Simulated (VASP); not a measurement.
Sn3Se: relaxation of cell and atoms with PBEsol+D3(BJ)

Sn3Se:

```
Sn Se
1.0
     4.74188    0.00000    0.00000
     0.00000    4.74188    0.00000
     0.00000    0.00000    4.74188
Sn Se
3 1
Cartesian
  2.3709 2.3709 0.0000
  2.3709 0.0000 2.3709
  0.0000 2.3709 2.3709
  0.0000 0.0000 0.0000
```

```json
{
 "Program": "VASP 6.6.1",
 "Task": "relaxation of cell and atoms",
 "Functional": "PBEsol",
 "Dispersion": "D3(BJ)",
 "Potentials or basis": "VASP PAW PBE potentials, release 64 (Sn_d, Se)",
 "Cutoff": "600 eV",
 "k mesh": "6 × 6 × 6",
 "Occupations": "fermi-dirac, width 0.05 eV",
 "Spin": "no spin polarisation",
 "Dipole correction": "no",
 "Further INCAR settings": "ALGO = Normal; EDIFF = 1e-07; IBRION = 2; EDIFFG = -0.01; NSW = 60; ISIF = 3"
}
```

| Quantity | Value |
| --- | --- |
| Relaxed volume | 24.08 Å³/atom |
| Relaxed cell | a = 4.584 Å, b = 4.584 Å, c = 4.584 Å, α = 90.00°, β = 90.00°, γ = 90.00° |
| Space group after relaxing (to 0.05 Å) | Pm-3m (No. 221) |
| Energy gained by relaxing | 42.9 meV/atom |
| Ionic steps | 3 |
| Pressure after relaxing | 0.0 GPa |
| Band gap on the k mesh | zero (band 24 reaches 10.60 eV, above the bottom of band 25 at 7.92 eV) |
| Dispersion energy per atom | -0.408 eV |

The path:
```csv
step,energy change (eV),largest force (eV/Å),pressure (GPa),volume (Å³)
1,0.0000,0.0000,-4.94,106.62
2,-0.1642,0.0000,1.25,94.43
3,-0.1714,0.0000,0.00,96.34
```

Final structure:
```
Sn Se
1.0
     4.58423    0.00000    0.00000
     0.00000    4.58423    0.00000
     0.00000    0.00000    4.58423
Sn Se
3 1
Cartesian
  2.2921 2.2921 0.0000
  2.2921 0.0000 2.2921
  0.0000 2.2921 2.2921
  0.0000 0.0000 0.0000
```

Levels at points of the mesh, in eV from the Fermi level:
| k point | band 21 | band 22 | band 23 | band 24 | band 25 | band 26 | band 27 | band 28 |
| --- | --- | --- | --- | --- | --- | --- | --- | --- |
| (0.00, 0.00, 0.00) | -4.74 | -4.74 | -0.02 | -0.02 | -0.02 | 2.47 | 2.47 | 2.47 |
| (0.50, 0.00, 0.00) | -3.60 | -2.04 | -2.03 | -2.03 | -0.36 | 2.29 | 2.45 | 2.45 |
| (0.50, 0.50, 0.00) | -2.56 | -1.98 | -1.98 | -0.50 | -0.02 | -0.02 | 0.07 | 3.57 |
| (0.50, 0.50, 0.50) | -5.85 | -5.85 | -5.23 | 2.32 | 2.32 | 2.32 | 6.54 | 6.54 |

Wall time 2.5 min on 1 thread of Intel Xeon 6975P-C (shared host), peak memory 0.29 GiB.

Caveat: the PAW data sets were made with another functional, which shifts forces and pressure a little; spin-orbit coupling is left out, which moves the levels of the heavy elements; pairwise dispersion overbinds metals, which lowers pressure and volume.
